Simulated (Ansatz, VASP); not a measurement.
# One calculation of Al3As, two programs

INCAR

```
PREC = Accurate
ENCUT = 510
EDIFF = 1E-7
ISMEAR = 0
SIGMA = 0.1
LREAL = False
LASPH = True
NELM = 120
ALGO = Normal
ISIF = 3
LWAVE = False
LCHARG = False
GGA = PE
IBRION = 2
NSW = 90
EDIFFG = -0.04
GGA_COMPAT = False
NELMIN = 4
```

Contents of KPOINTS:

```
Automatic mesh
0
Gamma
  6 6 6
```

The input POSCAR:

```
Al3As
1.0
   -1.9493197514      1.9493197514      4.3543246396
    1.9493197514     -1.9493197514      4.3543246396
    1.9493197514      1.9493197514     -4.3543246396
Al As
3 1
Direct
    0.5000000000      0.5000000000      0.0000000000
    0.2500000000      0.7500000000      0.5000000000
    0.7500000000      0.2500000000      0.5000000000
    0.0000000000      0.0000000000      0.0000000000
```

Input for Ansatz:

```yaml
crystal:
  lattice:
    - [-1.9493197514, 1.9493197514, 4.3543246396]
    - [1.9493197514, -1.9493197514, 4.3543246396]
    - [1.9493197514, 1.9493197514, -4.3543246396]
  atoms:
    - { symbol: Al, position: [0.5, 0.5, 0.0] }
    - { symbol: Al, position: [0.25, 0.75, 0.5] }
    - { symbol: Al, position: [0.75, 0.25, 0.5] }
    - { symbol: As, position: [0.0, 0.0, 0.0] }
basis:
  ecutwfc: 420
kpoints:
  mp_grid: { grid: [6, 6, 6] }
hamiltonian:
  xc: pbe
scf:
  occupations: { method: gaussian, width: 0.1 }
  lower_state_search: "off"
output:
  forces: true
  stress: true
  eigenvalues: true
relax:
  adjacent_minimum: "off"
  f_tol: 0.04
  max_steps: 70
  cell: { stress_tol: 0.4 }
```

Alike in both runs: task relaxation of cell and atoms; functional PBE; k mesh 6 × 6 × 6; occupations gaussian, width 0.1 eV; no spin polarisation.

|  | VASP | Ansatz |
| --- | --- | --- |
| version | VASP 6.6.1 | Ansatz 0.2.0 |
| potentials or method | VASP PAW PBE potentials, release 64 (Al, As_d), cutoff 510 eV | scalar-relativistic, plane waves, PAW |
| valence electrons in the cell | 24 | 24 |

Ansatz gave:

```
gap on the k mesh at the Fermi level, each at its own relaxed structure (eV)  : none
relaxed volume (Å³/atom)                                                      : 17.54
relaxed length of the cell vector where the two differ most in proportion (Å) : 5.358
```

Problem. Estimate VASP's values.

Solution. gap on the k mesh at the Fermi level, each at its own relaxed structure (eV): none; relaxed volume (Å³/atom): 17.41; relaxed length of the cell vector where the two differ most in proportion (Å): 5.235.

A gap of «none» marks a metal or a gap that the smearing closes.

The k mesh is coarse, so the values compare programs but aren't converged.
